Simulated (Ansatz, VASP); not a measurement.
Br in VASP and in Ansatz

The input INCAR:

```
PREC     = Accurate       # precision mode
ENCUT    = 600            # plane-wave cutoff, eV
EDIFF    = 1E-7           # SCF threshold, eV
ISMEAR   = -1             # smearing method
SIGMA    = 0.05           # smearing width, eV
LREAL    = False          # projectors in reciprocal space
LASPH    = True           # aspherical terms in the spheres
NELM     = 80             # most SCF steps
ALGO     = Normal         # electronic algorithm
ISIF     = 3              # what is computed and relaxed
LWAVE    = False          # write WAVECAR
LCHARG   = False          # write CHGCAR
GGA      = PE             # functional
IVDW     = 13             # dispersion correction
IBRION   = 2              # ionic algorithm
NSW      = 60             # ionic steps
EDIFFG   = -0.01          # ionic threshold
```

Contents of KPOINTS:

```
regular mesh
0
Gamma
  7 7 3
```

Contents of POSCAR:

```
Br
1.0
    3.3632500000     -2.3225500000      0.0000000000
    3.3632500000      2.3225500000      0.0000000000
    0.0000000000      0.0000000000      8.7023000000
Br
4
Direct
    0.3651000000      0.6349000000      0.3901000000
    0.1349000000      0.8651000000      0.8901000000
    0.6349000000      0.3651000000      0.6099000000
    0.8651000000      0.1349000000      0.1099000000
```

The input input.yaml:

```yaml
crystal:
  lattice:
    - [3.36325, -2.32255, 0.0]
    - [3.36325, 2.32255, 0.0]
    - [0.0, 0.0, 8.7023]
  atoms:
    - { symbol: Br, position: [0.3651, 0.6349, 0.3901] }
    - { symbol: Br, position: [0.1349, 0.8651, 0.8901] }
    - { symbol: Br, position: [0.6349, 0.3651, 0.6099] }
    - { symbol: Br, position: [0.8651, 0.1349, 0.1099] }
hamiltonian:
  xc: pbe
  pseudopotentials: { kind: paw }
  dispersion: d4
kpoints:
  mp_grid: { grid: [7, 7, 3] }
scf:
  occupations: { method: fermi_dirac, width: 0.05 }
output:
  forces: true
  stress: true
  eigenvalues: true
  write_density: true
  write_potential: true
  elf: true
  volumetric_format: npy
relax:
  f_tol: 0.01
  max_steps: 40
  cell: { stress_tol: 0.05 }
```

Alike in both runs: task relaxation of cell and atoms; functional PBE; dispersion D4; k mesh 7 × 7 × 3; occupations fermi-dirac, width 0.05 eV; no spin polarisation.

```csv
,VASP,Ansatz
version,VASP 6.6.1,Ansatz 0.2.0
potentials or method,"VASP PAW PBE potentials, release 64 (Br)",Ansatz PAW
plane-wave cutoff (eV),600,420
valence electrons in the cell,28,28
```

Ansatz gave:

* gap on the k mesh at the Fermi level, each at its own relaxed structure (eV): 1.33
* relaxed volume (Å³/atom): 30.79
* relaxed cell length with the largest relative difference (Å): 4.040

Task: Estimate VASP's values.

Result: gap on the k mesh at the Fermi level, each at its own relaxed structure (eV): 1.33; relaxed volume (Å³/atom): 30.85; relaxed cell length with the largest relative difference (Å): 4.045.

Noted on Ansatz's run: odd divisions of the mesh miss points on the zone boundary, where band edges often lie, so the gap on the mesh can be too wide; the plane-wave basis is chosen anew once the cell has moved, so the energies of steps on either side of that aren't comparable.
